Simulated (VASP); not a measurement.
Set up this calculation in VASP 6.6.1, as the native input.

| Item | Value |
| --- | --- |
| Task | single point |
| Functional | PBE |
| Potentials or basis | VASP PAW PBE potentials, release 64 (Ti_sv, C) |
| Cutoff | 600 eV |
| k mesh | 8 × 8 × 8 |
| Occupations | gaussian, width 0.1 eV |
| Spin | no spin polarisation |
| Dipole correction | no |
| Further INCAR settings | ALGO = Normal; EDIFF = 1e-06; NBANDS = 15 |

The structure of TiC lies in POSCAR:

```
TiC
1.0
    0.0000000000      2.1640000000      2.1640000000
    2.1640000000      0.0000000000      2.1640000000
    2.1640000000      2.1640000000      0.0000000000
Ti C
1 1
Direct
    0.0000000000      0.0000000000      0.0000000000
    0.5000000000      0.5000000000      0.5000000000
```

These files were run (other wordings do the same):

INCAR

```
SYSTEM = TiC
ALGO = Normal
EDIFF = 1E-6
ENCUT = 600
GGA = PE
GGA_COMPAT = .False.
ISIF = 2
ISMEAR = 0
LASPH = .True.
LCHARG = .False.
LREAL = .False.
LWAVE = .False.
NBANDS = 15
NELM = 120
PREC = Accurate
SIGMA = 0.1
```

KPOINTS

```
k-points
0
Gamma
  8 8 8
  0 0 0
```

Potentials or basis: VASP PAW PBE potentials, release 64 (Ti_sv, C).

Launch:

```sh
$ cat potpaw_PBE.64/Ti_sv/POTCAR potpaw_PBE.64/C/POTCAR > POTCAR
$ mpirun -np 1 vasp_std > vasp.out
```

It gave:

- Pressure: 1.0 GPa
- Band gap on the k mesh: zero (band 8 reaches 10.13 eV, above the bottom of band 9 at 9.04 eV)

Run time: 12 s on 1 thread of Intel Xeon 8259CL (shared host), peak memory 0.14 GiB.
